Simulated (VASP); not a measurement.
# TiN (Fm-3m) in VASP: settings compared, part 2 of 2

VASP 6.6.1. Earlier steps stand in the parts before.

## Step 3: Single point, PBEsol

This run uses another cell than the first one, of 9.29 Å³/atom.

File INCAR:

```
SYSTEM = TiN
PREC     = Accurate       ! precision mode
ENCUT    = 600            ! plane-wave cutoff, eV
EDIFF    = 1E-6           ! SCF threshold, eV
ISMEAR   = 0              ! smearing method
SIGMA    = 0.1            ! smearing width, eV
LREAL    = .FALSE.        ! projectors in reciprocal space
LASPH    = .TRUE.         ! aspherical terms in the spheres
NELM     = 120            ! most SCF steps
ALGO     = Normal         ! electronic algorithm
ISIF     = 2              ! what is computed and relaxed
LWAVE    = .FALSE.        ! write WAVECAR
LCHARG   = .FALSE.        ! write CHGCAR
GGA      = PS             ! functional
NBANDS   = 16             ! bands
GGA_COMPAT= .FALSE.
```

File KPOINTS:

```
Automatic mesh
0
G
  11 11 11
  0 0 0
```

File POSCAR:

```
TiN
1.0
    0.0000000000      2.1022494379      2.1022494379
    2.1022494379      0.0000000000      2.1022494379
    2.1022494379      2.1022494379      0.0000000000
Ti N
1 1
Direct
    0.0000000000      0.0000000000      0.0000000000
    0.5000000000      0.5000000000      0.5000000000
```

Potentials or basis: VASP PAW PBE potentials, release 64 (Ti_sv, N).

The run is started by

```sh
$ cat potpaw_PBE.64/Ti_sv/POTCAR potpaw_PBE.64/N/POTCAR > POTCAR
$ mpirun -np 1 vasp_std > vasp.out
```

OUTCAR:

```text
SYSTEM = TiN
   PREC = Accurate
   ENCUT = 600
   EDIFF = 1E-6
   ISMEAR = 0
   LREAL = .FALSE.
   LASPH = .TRUE.
   NELM = 120
   ISIF = 2
   GGA = PS

 ion  position               nearest neighbor table
   1  0.000  0.000  0.000-   2 2.10   2 2.10   2 2.10   2 2.10   2 2.10   2 2.10
   2  0.500  0.500  0.500-   1 2.10   1 2.10   1 2.10   1 2.10   1 2.10   1 2.10

  LATTYP: Found a face centered cubic cell.
 ALAT       =     4.2044988758

  Lattice vectors:

 A1 = (   0.0000000000,   2.1022494379,   2.1022494379)
 A2 = (   2.1022494379,   0.0000000000,   2.1022494379)
 A3 = (   2.1022494379,   2.1022494379,   0.0000000000)

Analysis of symmetry for initial positions (statically):
=====================================================================
 Subroutine PRICEL returns:
 Original cell was already a primitive cell.

 Routine SETGRP: Setting up the symmetry group for a
 face centered cubic supercell.

 Subroutine GETGRP returns: Found 48 space group operations
 (whereof 48 operations were pure point group operations)
 out of a pool of 48 trial point group operations.

The static configuration has the point symmetry O_h .

Analysis of symmetry for dynamics (positions and initial velocities):
=====================================================================
 Subroutine PRICEL returns:
 Original cell was already a primitive cell.

 Routine SETGRP: Setting up the symmetry group for a
 face centered cubic supercell.

 Subroutine GETGRP returns: Found 48 space group operations
 (whereof 48 operations were pure point group operations)
 out of a pool of 48 trial point group operations.

The dynamic configuration has the point symmetry O_h .

 Subroutine INISYM returns: Found 48 space group operations
 (whereof 48 operations are pure point group operations),
 and found     1 'primitive' translations

----------------------------------------------------------------------------------------

                                     Primitive cell

  volume of cell :      18.5816

  direct lattice vectors                    reciprocal lattice vectors
     0.000000000  2.102249438  2.102249438    -0.237840473  0.237840473  0.237840473
     2.102249438  0.000000000  2.102249438     0.237840473 -0.237840473  0.237840473
     2.102249438  2.102249438  0.000000000     0.237840473  0.237840473 -0.237840473

  length of vectors
     2.973029667  2.973029667  2.973029667     0.411951783  0.411951783  0.411951783

  position of ions in fractional coordinates (direct lattice)
     0.000000000  0.000000000  0.000000000
     0.500000000  0.500000000  0.500000000

  ion indices of the primitive-cell ions
   primitive index   ion index
                 1           1
                 2           2

----------------------------------------------------------------------------------------

 KPOINTS: Automatic mesh

Automatic generation of k-mesh.
 Grid dimensions read from file:
 generate k-points for:   11   11   11

 Generating k-lattice:

  Cartesian coordinates                     Fractional coordinates (reciprocal lattice)
    -0.021621861  0.021621861  0.021621861     0.090909091  0.000000000  0.000000000
     0.021621861 -0.021621861  0.021621861     0.000000000  0.090909091  0.000000000
     0.021621861  0.021621861 -0.021621861     0.000000000  0.000000000  0.090909091

  Length of vectors
     0.037450162  0.037450162  0.037450162

  Shift w.r.t. Gamma in fractional coordinates (k-lattice)
     0.000000000  0.000000000  0.000000000

 Subroutine IBZKPT returns following result:
 ===========================================

 Found     56 irreducible k-points:

 Following reciprocal coordinates:
            Coordinates               Weight
  0.000000  0.000000  0.000000      1.000000
  0.090909  0.000000  0.000000      8.000000
  0.181818  0.000000  0.000000      8.000000
  0.272727  0.000000  0.000000      8.000000
  0.363636  0.000000  0.000000      8.000000
  0.454545  0.000000  0.000000      8.000000
[... 16 lines left out ...]
 -0.272727  0.181818  0.000000     24.000000
 -0.181818  0.181818  0.000000     12.000000
 [... further k-points ...]
   k-points           NKPTS =     56   k-points in BZ     NKDIM =     56   number of bands    NBANDS=     16
   number of dos      NEDOS =    301   number of ions     NIONS =      2
   total plane-waves  NPLWV =  13824
   dimension x,y,z NGX =    24 NGY =   24 NGZ =   24
   dimension x,y,z NGXF=    48 NGYF=   48 NGZF=   48
   ions per type =               1   1
   NGX,Y,Z   is equivalent  to a cutoff of  13.42, 13.42, 13.42 a.u.
   NGXF,Y,Z  is equivalent  to a cutoff of  26.84, 26.84, 26.84 a.u.
 SYSTEM =  TiN
   PREC   = accura    normal or accurate (medium, high low for compatibility)
   ISTART =      0    job   : 0-new  1-cont  2-samecut
   ICHARG =      2    charge: 1-file 2-atom 10-const
   ISPIN  =      1    spin polarized calculation?
   LNONCOLLINEAR =      F non collinear calculations
   LSORBIT =      F    spin-orbit coupling
   LASPH  =      T    aspherical Exc in radial PAW
   ENCUT  =  600.0 eV  44.10 Ry    6.64 a.u.   5.94  5.94  5.94*2*pi/ulx,y,z
   NELM   =    120;   NELMIN=  2; NELMDL= -5     # of ELM steps
   EDIFF  = 0.1E-05   stopping-criterion for ELM
   LREAL  =      F    real-space projection
   EDIFFG = 0.1E-04   stopping-criterion for IOM
   NSW    =      0    number of steps for IOM
   IBRION =     -1    ionic relax: 0-MD 1-quasi-New 2-CG
   NFREE  =      0    steps in history (QN), initial steepest desc. (CG)
   ISIF   =      2    stress and relaxation
   ISYM   =      2    0-nonsym 1-usesym 2-fastsym
   POTIM  = 0.5000    time-step for ionic-motion
   TEBEG  =    0.0;   TEEND  =   0.0 temperature during run
   PSTRESS=    0.0 pullay stress
   NELECT =      17.0000    total number of electrons
   NUPDOWN=      -1.0000    fix difference up-down
   EMIN   =  10.00;   EMAX   =-10.00  energy-range for DOS
   EFERMI =   0.00;   METHOD = LEGACY
   ISMEAR =     0;   SIGMA  =   0.10  broadening in eV -4-tet -1-fermi 0-gaus
   EFERMI_NEDOS =   21; number of points for ismear=-14 and -15
   IALGO  =     38    algorithm
   IMIX   =      4    mixing-type and parameters
     AMIX     =   0.40;   BMIX     =  1.00
     AMIX_MAG =   1.60;   BMIX_MAG =  1.00
  volume/ion in A,a.u.               =       9.29        62.70
  Fermi-wavevector in a.u.,A,eV,Ry     =   1.589267  3.003279 34.365186  2.525770
  Thomas-Fermi vector in A             =   2.688143
   LORBIT       =      0    0 simple, 1 ext, 2 COOP (PROOUT), +10 PAW based schemes
   GGA     = PS    functional components
   LHFCALC =     F    Hartree Fock is set to
   AEXX    =    0.0000 exact exchange contribution
   IVDW    =     0    specifies the selected vdW correction
   LEPSILON=     F    determine dielectric tensor
   LRPA    =     F    only Hartree local field effects (RPA)
 non-spin polarized calculation
 Gauss-broadening in eV      SIGMA  =   0.10
  energy-cutoff  :      600.00
  volume of cell :       18.58
 maximum number of plane-waves:       628
   NGX = 11   NGY = 11   NGZ = 11

 number of electron      16.9999998 magnetization

 Free energy of the ion-electron system (eV)
  ---------------------------------------------------
  ext. energy  EPLUGINS =         0.00000000
  ---------------------------------------------------
  free energy    TOTEN  =       -20.77650210 eV

  energy without entropy =      -20.76998754  energy(sigma->0) =      -20.77324482

 E-fermi :  11.6836     XC(G=0): -13.3693

 val. band max:       11.6754177992   @ k =  -0.1818   0.0909   0.0000
 cond. band min:      11.7073176780   @ k =   0.1818   0.0000   0.0000
 fundamental gap:      0.0318998788
 Fermi energy:        11.6835660608

 k-point     1 :       0.0000    0.0000    0.0000
  band No.  band energies     occupation
      1     -45.8982      2.00000
      2     -21.9581      2.00000
      3     -21.9581      2.00000
      4     -21.9581      2.00000
      5      -5.5304      2.00000
      6       9.6204      2.00000
[... 8 lines left out ...]
     15      24.8069      0.00000
     16      31.7564      0.00000
[... 419 lines left out ...]
 k-point    24 :      -0.1818    0.1818    0.0000
  band No.  band energies     occupation
      1     -45.8241      2.00000
      2     -22.3586      2.00000
      3     -22.1052      2.00000
      4     -21.9819      2.00000
      5      -4.0968      2.00000
      6       5.4759      2.00000
[... 8 lines left out ...]
     15      24.5059      0.00000
     16      27.4092      0.00000

 [... further k-points ...]

------------------------ aborting loop because EDIFF is reached ----------------------------------------

  FORCE on cell =-STRESS in cart. coord.  units (eV):
  Direction    XX          YY          ZZ          XY          YZ          ZX
  --------------------------------------------------------------------------------------
  -------------------------------------------------------------------------------------
  Total        0.0380101      0.0380101      0.0380101     -0.0000000     -0.0000000      0.0000000
  in kB        3.2773762      3.2773762      3.2773762     -0.0000000     -0.0000000      0.0000000
  external PRESSURE =       3.2773762 kB  Pullay stress =       0.0000000 kB

 VOLUME and BASIS-vectors are now :
 -----------------------------------------------------------------------------
  energy-cutoff  :      600.00
  volume of cell :       18.58
      direct lattice vectors                 reciprocal lattice vectors
     0.000000000  2.102249438  2.102249438    -0.237840473  0.237840473  0.237840473
     2.102249438  0.000000000  2.102249438     0.237840473 -0.237840473  0.237840473
     2.102249438  2.102249438  0.000000000     0.237840473  0.237840473 -0.237840473

 POSITION                                       TOTAL-FORCE (eV/Angst)
 -----------------------------------------------------------------------------------
      0.00000      0.00000      0.00000        -0.000000      0.000000      0.000000
      2.10225      2.10225      2.10225         0.000000     -0.000000     -0.000000
 -----------------------------------------------------------------------------------
    total drift:                                0.000000     -0.000000     -0.000000

  FREE ENERGIE OF THE ION-ELECTRON SYSTEM (eV)
  ---------------------------------------------------
  free  energy   TOTEN  =       -20.7765020968 eV

  energy  without entropy=      -20.7699875401  energy(sigma->0) =      -20.77324482
```

It took 14 s on 1 thread of Intel Xeon Platinum 8488C (Sapphire Rapids), shared host; peak memory 0.14 GiB.

Results:

- Free energy: -20.7765 eV
- Pressure: 0.3 GPa
- Band gap on the k mesh: zero (an odd number of electrons rules out a gap without spin polarisation)

Levels at points of the mesh, in eV from the Fermi level:
```csv
k point,band 6,band 7,band 8,band 9,band 10,band 11,band 12,band 13
"(0.00, 0.00, 0.00)",-2.06,-2.06,-2.06,-0.67,-0.67,-0.67,0.58,0.58
```

Caveat: the PAW data sets were made with another functional, which shifts forces and pressure a little.

The gap in the log of VASP goes by the Fermi energy; the results here count the filled bands.